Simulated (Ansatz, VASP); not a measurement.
MnS: VASP beside Ansatz

INCAR

```
SYSTEM = MnS
PREC = Accurate ; ENCUT = 520
EDIFF = 1E-7 ; ISMEAR = 0
SIGMA = 0.1 ; LREAL = .FALSE.
LASPH = .TRUE. ; NELM = 150
ALGO = Normal ; ISIF = 2
LWAVE = .FALSE. ; LCHARG = .TRUE.
ISPIN = 2 ; MAGMOM = 4.04 0
LORBIT = 11 ; LMAXMIX = 4
GGA = PS ; LELF = .TRUE.
LVHAR = .TRUE. ; NBANDS = 20
```

The input KPOINTS:

```
Automatic mesh
0
G
  14 14 14
  0 0 0
```

POSCAR

```
MnS
1.0
    0.0000000000      2.3657748394      2.3657748394
    2.3657748394      0.0000000000      2.3657748394
    2.3657748394      2.3657748394      0.0000000000
Mn S
1 1
Direct
    0.0000000000      0.0000000000      0.0000000000
    0.5000000000      0.5000000000      0.5000000000
```

Input for Ansatz:

```yaml
crystal:
  lattice:
    - [0.0, 2.3657748394, 2.3657748394]
    - [2.3657748394, 0.0, 2.3657748394]
    - [2.3657748394, 2.3657748394, 0.0]
  atoms:
    - { symbol: Mn, position: [0.0, 0.0, 0.0], spin: 4.04 }
    - { symbol: S, position: [0.5, 0.5, 0.5] }
basis:
  ecutwfc: 420
kpoints:
  mp_grid: { grid: [14, 14, 14] }
hamiltonian:
  xc: pbesol
scf:
  occupations: { method: gaussian, width: 0.1 }
output:
  forces: true
  stress: true
  eigenvalues: true
  populations: true
  write_density: true
  write_potential: true
  elf: true
  volumetric_format: npy
magnetization:
  spin_polarized: true
```

Alike in both runs: task single point; functional PBEsol; k mesh 14 × 14 × 14; occupations gaussian, width 0.1 eV; collinear spin.

```csv
,VASP,Ansatz
version,VASP 6.6.1,Ansatz 0.2.0
potentials or method,"VASP PAW PBE potentials, release 64 (Mn_pv, S), cutoff 520 eV","scalar-relativistic, plane waves, PAW"
valence electrons in the cell,19,21
```

|  | VASP | Ansatz | Ansatz less VASP |
| --- | --- | --- | --- |
| gap on the k mesh at the Fermi level (eV) | none | none | - |
| pressure (GPa) | 10.6 | 10.3 | -0.39 |
| net moment per atom (μB) | 1.76 | 1.75 | -0.002 |
| size of the moment on the site where the two differ most (μB) | 3.29 | 3.13 | -0.157 |

VASP's potentials were made for PBE, not for PBEsol. Site moments also hang on the region over which each program counts them. A gap of «none» marks a metal or a gap that the smearing closes. VASP's potentials hold 19 valence electrons a cell and Ansatz's 21, so a difference there can come from the potentials and not from the codes.
